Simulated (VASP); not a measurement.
A run of VASP 6.6.1 is set up as follows.

File POSCAR:

```
Ga
1.0
   -1.4026165814      1.4026165814      2.3416381643
    1.4026165814     -1.4026165814      2.3416381643
    1.4026165814      1.4026165814     -2.3416381643
Ga
1
Direct
    0.0000000000      0.0000000000      0.0000000000
```

The input INCAR.step1:

```
SYSTEM = Ga
ALGO = Normal
EDIFF = 1E-5
ENCUT = 520
GGA = PE
ISIF = 2
ISMEAR = -1
LASPH = .True.
LCHARG = .False.
LREAL = .False.
LWAVE = .True.
NBANDS = 12
NELM = 80
PREC = Accurate
SIGMA = 0.05
```

File INCAR.step2:

```
SYSTEM = Ga
AEXX = 0.25
ALGO = Normal
EDIFF = 1E-6
ENCUT = 520
GGA = PE
ISIF = 2
ISMEAR = -1
ISTART = 1
LASPH = .True.
LCHARG = .False.
LHFCALC = .True.
LREAL = .False.
LWAVE = .False.
NBANDS = 12
NELM = 80
PREC = Accurate
PRECFOCK = Normal
SIGMA = 0.05
```

File KPOINTS:

```
k-points
0
Gamma
  6 6 6
  0 0 0
```

Potentials or basis: VASP PAW PBE potentials, release 64 (Ga_d).

Run with:

```sh
$ cat potpaw_PBE.64/Ga_d/POTCAR > POTCAR
$ cp INCAR.step1 INCAR
$ mpirun -np 1 vasp_std > vasp.out
$ cp INCAR.step2 INCAR
$ mpirun -np 1 vasp_std > vasp.out
```

Task: What does it give for the band gap on the k mesh?

Result: Zero (an odd number of electrons rules out a gap without spin polarisation).

Task: What does it give for the pressure?

Result: 0.3 GPa.

Stress tensor (GPa, compression positive):
```
 4.34  0.00  0.00
 0.00  4.34  0.00
 0.00  0.00 -7.85
```

Caveat: the k points lie up to 0.44 Å⁻¹ apart, too coarse for converged energies and pressures of a metal; the PAW data sets were made with another functional, which shifts forces and pressure a little.
